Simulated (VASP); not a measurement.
Write the native input for VASP 6.6.1 that does the following.

| Property | Result |
| --- | --- |
| Task | single point |
| Functional | LDA |
| Potentials or basis | VASP PAW LDA potentials, release 64 (Mg, S) |
| Cutoff | 520 eV |
| k mesh | 8 × 8 × 8 |
| Occupations | gaussian, width 0.05 eV |
| Spin | no spin polarisation |
| Dipole correction | no |
| Further INCAR settings | ALGO = Normal; EDIFF = 1e-07; NBANDS = 11 |

The structure of MgS lies in POSCAR:

```
MgS
1.0
    0.0000000000      2.7481264454      2.7906232461
    2.7481264454      0.0000000000      2.7906232461
    2.7481264454      2.7481264454      0.0000000000
Mg S
1 1
Direct
    0.0000000000      0.0000000000      0.0000000000
    0.7500000000      0.7500000000      0.7500000000
```

This cell differs from its parent crystal: strain -0.030 along x and y, -0.015 along z.

One way to write it, as run:

INCAR

```
ALGO     = Normal         # electronic algorithm
EDIFF    = 1E-7           # SCF threshold, eV
ENCUT    = 520            # plane-wave cutoff, eV
GGA      = CA             # functional
ISIF     = 2              # what is computed and relaxed
ISMEAR   = 0              # smearing method
LASPH    = True           # aspherical terms in the spheres
LCHARG   = False          # write CHGCAR
LREAL    = False          # projectors in reciprocal space
LWAVE    = False          # write WAVECAR
NBANDS   = 11             # bands
NELM     = 100            # most SCF steps
PREC     = Accurate       # precision mode
SIGMA    = 0.05           # smearing width, eV
```

KPOINTS

```
k-points
0
Gamma
  8 8 8
```

Potentials or basis: VASP PAW LDA potentials, release 64 (Mg, S).

Launch:

```sh
$ cat potpaw_LDA.64/Mg/POTCAR potpaw_LDA.64/S/POTCAR > POTCAR
$ mpirun -np 1 vasp_std > vasp.out
```

It gave:

```
Pressure               : 2.1 GPa
Band gap on the k mesh : 3.56 eV, direct
```

Caveat: the cell differs from its parent crystal (strain -0.030 along x and y, -0.015 along z).

Run time: 31 s on 1 thread of AMD EPYC 7R13, with other jobs on the host, peak memory 0.13 GiB.
